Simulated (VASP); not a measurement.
# P2Se2O (P4mm) in VASP: further runs

P2Se2O is run at these levels: PBE+D3(BJ); tasks: single point, relaxation of cell and atoms.

All numbers are computed with VASP 6.6.1; they aren't measurements. Logs are shortened: lines on timing, memory, paths and dates and some standing lists are left out, and cuts for length are marked.

## (1) The cell of the first run

The structure is tetragonal, space group P4mm (No. 99). Conventional cell: a = 3.684 Å, b = 3.684 Å, c = 7.897 Å, α = 90.00°, β = 90.00°, γ = 90.00°. P (site symmetry 4mm) has 1 Se at 2.25 Å and 4 P at 2.64 Å within 3.0 Å. Within 2.0 Å of P (site symmetry 4mm) lie 1 O at 1.50 Å. Within 3.0 Å of Se (site symmetry 4mm) lie 1 P at 2.25 Å and 4 Se at 2.65 Å. Se (site symmetry 4mm) has 4 Se at 2.65 Å and 1 O at 3.19 Å and 1 P at 3.21 Å within 3.5 Å. O (site symmetry 4mm) has 1 P at 1.50 Å within 2.0 Å.

The cell was generated, and may not be a known phase.

## (2) Single point, PBE+D3(BJ), collinear spin, ferromagnetic start

Contents of INCAR:

```
PREC     = Accurate       # precision mode
ENCUT    = 520            # plane-wave cutoff, eV
EDIFF    = 1E-6           # SCF threshold, eV
ISMEAR   = 0              # smearing method
SIGMA    = 0.1            # smearing width, eV
LREAL    = False          # projectors in reciprocal space
LASPH    = True           # aspherical terms in the spheres
NELM     = 150            # most SCF steps
ALGO     = Normal         # electronic algorithm
ISIF     = 2              # what is computed and relaxed
LWAVE    = False          # write WAVECAR
LCHARG   = False          # write CHGCAR
ISPIN    = 2              # spin polarisation
MAGMOM   = 0 0 0 0 1      # initial moments
LORBIT   = 11             # projections on sites
GGA      = PE             # functional
IVDW     = 12             # dispersion correction
NBANDS   = 26             # bands
```

Contents of KPOINTS:

```
Automatic mesh
0
Gamma
  6 6 2
```

Contents of POSCAR:

```
P2Se2O
1.0
    3.6835600184      0.0000000000      0.0000000000
    0.0000000000      3.6835600184      0.0000000000
    0.0000000000      0.0000000000      7.8973634590
P Se O
2 2 1
Direct
    0.5000000000      0.5000000000      0.9996456191
    0.0000000000      0.0000000000      0.9423786683
    0.5000000000      0.5000000000      0.2851217341
    0.0000000000      0.0000000000      0.3483702857
    0.0000000000      0.0000000000      0.7528688228
```

Potentials or basis: VASP PAW PBE potentials, release 64 (P, Se, O).

Run with:

```bash
$ cat potpaw_PBE.64/P/POTCAR potpaw_PBE.64/Se/POTCAR potpaw_PBE.64/O/POTCAR > POTCAR
$ mpirun -np 1 vasp_std > vasp.out
```

OUTCAR:

```text
PREC = Accurate
   ENCUT = 520
   EDIFF = 1E-6
   ISMEAR = 0
   LREAL = False
   LASPH = True
   NELM = 150
   ISIF = 2
   ISPIN = 2
   LORBIT = 11
   GGA = PE
   IVDW = 12
 IVDW          = 12

 ion  position               nearest neighbor table
   1  0.500  0.500  1.000-   3 2.25   2 2.64   2 2.64   2 2.64   2 2.64
   2  0.000  0.000  0.942-   5 1.50   1 2.64   1 2.64   1 2.64   1 2.64
   3  0.500  0.500  0.285-   1 2.25   4 2.65   4 2.65   4 2.65   4 2.65
   4  0.000  0.000  0.348-   3 2.65   3 2.65   3 2.65   3 2.65
   5  0.000  0.000  0.753-   2 1.50

  LATTYP: Found a simple tetragonal cell.
 ALAT       =     3.6835600184
 C/A-ratio  =     2.1439486311

  Lattice vectors:

 A1 = (   3.6835600184,   0.0000000000,   0.0000000000)
 A2 = (   0.0000000000,   3.6835600184,   0.0000000000)
 A3 = (   0.0000000000,   0.0000000000,   7.8973634590)

Analysis of symmetry for initial positions (statically):
=====================================================================
 Subroutine PRICEL returns:
 Original cell was already a primitive cell.

 Routine SETGRP: Setting up the symmetry group for a
 simple tetragonal supercell.

 Subroutine GETGRP returns: Found  8 space group operations
 (whereof  8 operations were pure point group operations)
 out of a pool of 16 trial point group operations.

The static configuration has the point symmetry C_4v.

Analysis of symmetry for dynamics (positions and initial velocities):
=====================================================================
 Subroutine PRICEL returns:
 Original cell was already a primitive cell.

 Routine SETGRP: Setting up the symmetry group for a
 simple tetragonal supercell.

 Subroutine GETGRP returns: Found  8 space group operations
 (whereof  8 operations were pure point group operations)
 out of a pool of 16 trial point group operations.

The dynamic configuration has the point symmetry C_4v.

Analysis of structural, dynamic, and magnetic symmetry:
=====================================================================
 Subroutine PRICEL returns:
 Original cell was already a primitive cell.

 Routine SETGRP: Setting up the symmetry group for a
 simple tetragonal supercell.

 Subroutine GETGRP returns: Found  8 space group operations
 (whereof  8 operations were pure point group operations)
 out of a pool of 16 trial point group operations.

The overall configuration has the point symmetry C_4v.

 Subroutine INISYM returns: Found  8 space group operations
 (whereof  8 operations are pure point group operations),
 and found     1 'primitive' translations

----------------------------------------------------------------------------------------

                                     Primitive cell

  volume of cell :     107.1563

  direct lattice vectors                    reciprocal lattice vectors
     3.683560018  0.000000000  0.000000000     0.271476505  0.000000000  0.000000000
     0.000000000  3.683560018  0.000000000     0.000000000  0.271476505  0.000000000
     0.000000000  0.000000000  7.897363459     0.000000000  0.000000000  0.126624538

  length of vectors
     3.683560018  3.683560018  7.897363459     0.271476505  0.271476505  0.126624538

  position of ions in fractional coordinates (direct lattice)
     0.500000000  0.500000000  0.999645619
     0.000000000  0.000000000  0.942378668
     0.500000000  0.500000000  0.285121734
     0.000000000  0.000000000  0.348370286
     0.000000000  0.000000000  0.752868823

  ion indices of the primitive-cell ions
   primitive index   ion index
                 1           1
                 2           2
                 3           3
                 4           4
                 5           5

----------------------------------------------------------------------------------------

 KPOINTS: Automatic mesh

Automatic generation of k-mesh.
 Grid dimensions read from file:
 generate k-points for:    6    6    2

 Generating k-lattice:

  Cartesian coordinates                     Fractional coordinates (reciprocal lattice)
     0.045246084  0.000000000  0.000000000     0.166666667  0.000000000  0.000000000
     0.000000000  0.045246084  0.000000000     0.000000000  0.166666667  0.000000000
     0.000000000  0.000000000  0.063312269     0.000000000  0.000000000  0.500000000

  Length of vectors
     0.045246084  0.045246084  0.063312269

  Shift w.r.t. Gamma in fractional coordinates (k-lattice)
     0.000000000  0.000000000  0.000000000

 Subroutine IBZKPT returns following result:
 ===========================================

 Found     20 irreducible k-points:

 Following reciprocal coordinates:
            Coordinates               Weight
  0.000000  0.000000  0.000000      1.000000
  0.166667  0.000000  0.000000      4.000000
  0.333333  0.000000  0.000000      4.000000
  0.500000  0.000000  0.000000      2.000000
  0.166667  0.166667  0.000000      4.000000
  0.333333  0.166667  0.000000      8.000000
[... 12 lines left out ...]
  0.500000  0.333333  0.500000      4.000000
  0.500000  0.500000  0.500000      1.000000
   k-points           NKPTS =     20   k-points in BZ     NKDIM =     20   number of bands    NBANDS=     26
   number of dos      NEDOS =    301   number of ions     NIONS =      5
   total plane-waves  NPLWV =  47040
   dimension x,y,z NGX =    28 NGY =   28 NGZ =   60
   dimension x,y,z NGXF=    56 NGYF=   56 NGZF=  120
   ions per type =               2   2   1
   NGX,Y,Z   is equivalent  to a cutoff of  12.64, 12.64, 12.63 a.u.
   NGXF,Y,Z  is equivalent  to a cutoff of  25.27, 25.27, 25.26 a.u.
 SYSTEM =  unknown system
   PREC   = accura    normal or accurate (medium, high low for compatibility)
   ISTART =      0    job   : 0-new  1-cont  2-samecut
   ICHARG =      2    charge: 1-file 2-atom 10-const
   ISPIN  =      2    spin polarized calculation?
   LNONCOLLINEAR =      F non collinear calculations
   LSORBIT =      F    spin-orbit coupling
   LASPH  =      T    aspherical Exc in radial PAW
   ENCUT  =  520.0 eV  38.22 Ry    6.18 a.u.   6.85  6.85 14.68*2*pi/ulx,y,z
   NELM   =    150;   NELMIN=  2; NELMDL= -5     # of ELM steps
   EDIFF  = 0.1E-05   stopping-criterion for ELM
   LREAL  =      F    real-space projection
   EDIFFG = 0.1E-04   stopping-criterion for IOM
   NSW    =      0    number of steps for IOM
   IBRION =     -1    ionic relax: 0-MD 1-quasi-New 2-CG
   NFREE  =      0    steps in history (QN), initial steepest desc. (CG)
   ISIF   =      2    stress and relaxation
   ISYM   =      2    0-nonsym 1-usesym 2-fastsym
   POTIM  = 0.5000    time-step for ionic-motion
   TEBEG  =    0.0;   TEEND  =   0.0 temperature during run
   PSTRESS=    0.0 pullay stress
   NELECT =      28.0000    total number of electrons
   NUPDOWN=      -1.0000    fix difference up-down
   EMIN   =  10.00;   EMAX   =-10.00  energy-range for DOS
   EFERMI =   0.00;   METHOD = LEGACY
   ISMEAR =     0;   SIGMA  =   0.10  broadening in eV -4-tet -1-fermi 0-gaus
   EFERMI_NEDOS =   21; number of points for ismear=-14 and -15
   IALGO  =     38    algorithm
   IMIX   =      4    mixing-type and parameters
     AMIX     =   0.40;   BMIX     =  1.00
     AMIX_MAG =   1.60;   BMIX_MAG =  1.00
  volume/ion in A,a.u.               =      21.43       144.63
  Fermi-wavevector in a.u.,A,eV,Ry     =   1.046618  1.977822 14.903954  1.095410
  Thomas-Fermi vector in A             =   2.181464
   LORBIT       =     11    0 simple, 1 ext, 2 COOP (PROOUT), +10 PAW based schemes
   GGA     = PE    functional components
   LHFCALC =     F    Hartree Fock is set to
   AEXX    =    0.0000 exact exchange contribution
   IVDW    =    12    specifies the selected vdW correction
   LEPSILON=     F    determine dielectric tensor
   LRPA    =     F    only Hartree local field effects (RPA)
 spin polarized calculation
 Gauss-broadening in eV      SIGMA  =   0.10
  energy-cutoff  :      520.00
  volume of cell :      107.16
 maximum number of plane-waves:      2920
 NGX is ok and might be reduce to    28
   NGX = 13   NGY = 13   NGZ = 29

 number of electron      27.9999999 magnetization       0.0000898

 number of electron      27.9999999 magnetization      -0.0001282

 Free energy of the ion-electron system (eV)
  ---------------------------------------------------
  ext. energy  EPLUGINS =         0.00000000
  ---------------------------------------------------
  free energy    TOTEN  =       -23.60968557 eV

  energy without entropy =      -23.60040253  energy(sigma->0) =      -23.60504405

 E-fermi :   3.2936     XC(G=0):  -8.8721

 val. band max:        3.1059763830   @ k =   0.5000   0.0000   0.0000
 cond. band min:       3.3154458433   @ k =   0.3333   0.0000   0.0000
 fundamental gap:      0.2094694603
 Fermi energy:         3.2936259232

 spin component 1

 k-point     1 :       0.0000    0.0000    0.0000
  band No.  band energies     occupation
      1     -16.4789      1.00000
      2     -13.1611      1.00000
      3      -9.1622      1.00000
      4      -6.9635      1.00000
      5      -3.2775      1.00000
      6      -1.6096      1.00000
[... 569 lines left out ...]
     25      13.9512      0.00000
     26      14.0525      0.00000
 Fermi energy:         3.2936259232

 spin component 2

 k-point     1 :       0.0000    0.0000    0.0000
  band No.  band energies     occupation
      1     -16.4789      1.00000
      2     -13.1612      1.00000
      3      -9.1622      1.00000
      4      -6.9635      1.00000
      5      -3.2775      1.00000
      6      -1.6096      1.00000
[... 569 lines left out ...]
     25      13.9518      0.00000
     26      14.0527      0.00000

------------------------ aborting loop because EDIFF is reached ----------------------------------------

 Edisp (eV)   -1.37826

 E8    (eV) :    -0.5336

  FORCE on cell =-STRESS in cart. coord.  units (eV):
  Direction    XX          YY          ZZ          XY          YZ          ZX
  --------------------------------------------------------------------------------------
  -------------------------------------------------------------------------------------
  Total       0.02085     0.02085    -0.07634     0.00000    -0.00000     0.00000
  in kB       0.31168     0.31168    -1.14141     0.00000    -0.00000     0.00000
  external pressure =       -0.17 kB  Pullay stress =        0.00 kB

 VOLUME and BASIS-vectors are now :
 -----------------------------------------------------------------------------
  energy-cutoff  :      520.00
  volume of cell :      107.16
      direct lattice vectors                 reciprocal lattice vectors
     3.683560018  0.000000000  0.000000000     0.271476505  0.000000000  0.000000000
     0.000000000  3.683560018  0.000000000     0.000000000  0.271476505  0.000000000
     0.000000000  0.000000000  7.897363459     0.000000000  0.000000000  0.126624538

 POSITION                                       TOTAL-FORCE (eV/Angst)
 -----------------------------------------------------------------------------------
      1.84178      1.84178      7.89456         0.000000      0.000000      0.002568
      0.00000      0.00000      7.44231         0.000000     -0.000000     -0.031098
      1.84178      1.84178      2.25171         0.000000     -0.000000     -0.013457
      0.00000      0.00000      2.75121        -0.000000     -0.000000      0.020751
      0.00000      0.00000      5.94568         0.000000     -0.000000      0.021236
 -----------------------------------------------------------------------------------
    total drift:                               -0.000000      0.000000      0.000290

  FREE ENERGIE OF THE ION-ELECTRON SYSTEM (eV)
  ---------------------------------------------------
  free  energy   TOTEN  =       -24.9879479752 eV

  energy  without entropy=      -24.9786649359  energy(sigma->0) =      -24.98330646

 total charge

# of ion       s       p       d       tot
------------------------------------------
    1        1.109   1.299   0.000   2.408
    2        1.089   1.290   0.000   2.379
    3        1.528   2.121   0.098   3.748
    4        1.520   2.184   0.049   3.753
    5        1.598   3.456   0.000   5.054
--------------------------------------------------
tot          6.844  10.351   0.147  17.342

 magnetization (x)

# of ion       s       p       d       tot
------------------------------------------
    1        0.000  -0.000   0.000   0.000
    2       -0.000  -0.000   0.000  -0.000
    3       -0.000  -0.000  -0.000  -0.000
    4        0.000  -0.000  -0.000  -0.000
    5        0.000  -0.000   0.000  -0.000
--------------------------------------------------
tot          0.000  -0.000  -0.000  -0.000
```

It took 1.9 min on 1 thread of Oxide Virtual Turin-like, shared host; peak memory 0.25 GiB.

Results:

```yaml
Free_energy: -24.9879 eV
Pressure: 0.0 GPa
Largest_force: 0.031 eV/Å
Band_gap_on_the_k_mesh: zero (filled and empty bands overlap)
Net_moment: 0.00 μB per cell
Valence_electrons_inside_the_program's_atomic_spheres: P 2.41, 2.38; Se 3.75; O 5.05
Dispersion_energy_per_atom: -0.276 eV
```

Forces in eV/Å, atoms in the order of the input:
```
P    0.000  0.000  0.003
P    0.000  0.000 -0.031
Se   0.000  0.000 -0.013
Se   0.000  0.000  0.021
O    0.000  0.000  0.021
```

Caveat: the k points lie up to 0.40 Å⁻¹ apart; semilocal functionals underestimate gaps, and a narrow one can read as zero.

(Part 1 of 2 ends here.)

The gap in the log of VASP goes by the Fermi energy; the results here count the filled bands.